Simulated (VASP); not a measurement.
A run of VASP 6.6.1 is set up as follows.

Contents of INCAR:

```
  PREC = Accurate
  ENCUT = 520
  EDIFF = 1E-6
  ISMEAR = 0
  SIGMA = 0.1
  LREAL = F
  LASPH = T
  NELM = 100
  ALGO = Normal
  ISIF = 2
  LWAVE = F
  LCHARG = F
  GGA = PE
  NBANDS = 26
```

File KPOINTS:

```
regular mesh
0
Gamma
  6 6 2
```

POSCAR

```
Mg2ZnS3
1.0
    5.0550871309     -0.0000000035      0.0000000000
   -2.5275435624      4.3778338754      0.0000000000
    0.0000000000      0.0000000000      8.6077873070
Mg Zn S
2 1 3
Direct
    0.0000000000      0.0000000000      0.4445367994
    0.0000000000      0.0000000000      0.0966668074
    0.0000000000      0.0000000000      0.7520834089
    0.5926264959      0.0000000000      0.9230476581
    0.0000000000      0.5926264959      0.9230476581
    0.4073735041      0.4073735041      0.9230476581
```

Potentials or basis: VASP PAW PBE potentials, release 64 (Mg, Zn, S).

Run with:

```sh
$ cat potpaw_PBE.64/Mg/POTCAR potpaw_PBE.64/Zn/POTCAR potpaw_PBE.64/S/POTCAR > POTCAR
$ mpirun -np 1 vasp_std > vasp.out
```

Problem. What does it give for the pressure?

Solution. 0.0 GPa.

Problem. Estimate the band gap on the k mesh.

Solution. Zero (band 17 reaches 1.39 eV, above the bottom of band 18 at 0.84 eV).

Stress tensor (GPa, compression positive):
```
 0.02  0.00  0.00
 0.00  0.02  0.00
 0.00  0.00 -0.06
```

Caveat: the k points lie up to 0.36 Å⁻¹ apart.
